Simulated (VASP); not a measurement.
Crystal: Cd.

```
Cd
1.0
     2.95090    0.00000    0.00000
    -1.47545    2.55555    0.00000
     0.00000    0.00000    5.88385
Cd
2
Direct
  0.33333 0.66667 0.25000
  0.66667 0.33333 0.75000
```

Base run:

* Program: VASP 6.6.1
* Functional: r2SCAN
* Potentials or basis: VASP PAW PBE potentials, release 64 (Cd)
* Cutoff: 520 eV
* k mesh: 10 × 10 × 5
* Occupations: fermi-dirac, width 0.1 eV
* Spin: no spin polarisation

Its results: band gap on the k mesh zero (bands 12 and 13 overlap by 4.50 eV); pressure 0.5 GPa.

**Question.** After a change of settings the same cell gave: band gap on the k mesh zero (bands 12 and 13 overlap by 4.38 eV); pressure 2.7 GPa. Which change was it?
A. k mesh from 10 × 10 × 5 to 12 × 12 × 6; further incar settings from ALGO = Normal; EDIFF = 1e-07; NBANDS = 19 to ALGO = Normal; EDIFF = 1e-06; NBANDS = 19
B. k mesh from 10 × 10 × 5 to 12 × 12 × 6; occupations from fermi-dirac, width 0.1 eV to fermi-dirac, width 0.03 eV
C. k mesh from 10 × 10 × 5 to 4 × 4 × 2; further incar settings from ALGO = Normal; EDIFF = 1e-07; NBANDS = 19 to ALGO = Normal; EDIFF = 1e-06; NBANDS = 19
D. k mesh from 10 × 10 × 5 to 3 × 3 × 2

**Answer.** D.

Caveats: some runs use coarse meshes; the PAW data sets were made with another functional, which shifts forces and pressure a little.
